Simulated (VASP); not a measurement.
Ti: single point with PBEsol

Crystal: Ti.

```xyz
3
Lattice="4.4741 0.0000 0.0000 -2.2371 3.8747 0.0000 0.0000 0.0000 2.7685" Properties=species:S:1:pos:R:3 pbc="T T T"
Ti    2.2371    1.2916    1.3843
Ti    0.0000    2.5831    1.3843
Ti    0.0000    0.0000    0.0000
```

This cell differs from its parent crystal: volume scaled by 0.94.

```
Program             : VASP 6.6.1
Task                : single point
Functional          : PBEsol
Potentials or basis : VASP PAW PBE potentials, release 64 (Ti_sv)
Cutoff              : 520 eV
k mesh              : 7 × 7 × 9
Occupations         : fermi-dirac, width 0.05 eV
Spin                : no spin polarisation
```

```
Pressure               : 3.4 GPa
Band gap on the k mesh : zero (band 18 reaches 9.18 eV, above the bottom of band 19 at 8.87 eV)
```

Stress tensor (GPa, compression positive):
```
3.20 0.00 0.00
0.00 3.20 0.00
0.00 0.00 3.72
```

Levels at points of the mesh, in eV from the Fermi level:
| k point | band 14 | band 15 | band 16 | band 17 | band 18 | band 19 | band 20 | band 21 | band 22 | band 23 |
| --- | --- | --- | --- | --- | --- | --- | --- | --- | --- | --- |
| (0.00, 0.00, 0.00) | -2.14 | -0.72 | -0.72 | -0.62 | -0.62 | -0.02 | 0.72 | 1.37 | 1.37 | 1.95 |

Run time: 27 s on 1 thread of Intel(R) Xeon(R) 6975P-C (Granite Rapids), on a shared host, peak memory 0.18 GiB.

Caveat: the PAW data sets were made with another functional, which shifts forces and pressure a little.
